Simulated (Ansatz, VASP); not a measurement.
## K: VASP beside Ansatz

```
K
1.0
     0.00000    5.22500   -5.22500
    -5.22500    0.00000    5.22500
     2.61250    2.61250    2.61250
K
3
Cartesian
  0.0000 0.0000 0.0000
  -2.6125 2.6125 2.6125
  0.0000 5.2250 0.0000
```

Alike in both runs: task single point; functional PBEsol; k mesh 6 × 6 × 8; occupations fermi-dirac, width 0.1 eV; no spin polarisation.

|  | VASP | Ansatz |
| --- | --- | --- |
| version | VASP 6.6.1 | Ansatz 0.2.0 |
| potentials or method | VASP PAW PBE potentials, release 64 (K_sv), cutoff 520 eV | all-electron LAPW, scalar-relativistic |

```csv
,VASP,Ansatz,Ansatz less VASP
pressure (GPa),0.0,0.0,+0.01
```

VASP's potentials were made for PBE, not for PBEsol. Ansatz ran all-electron here, and VASP with PAW potentials.
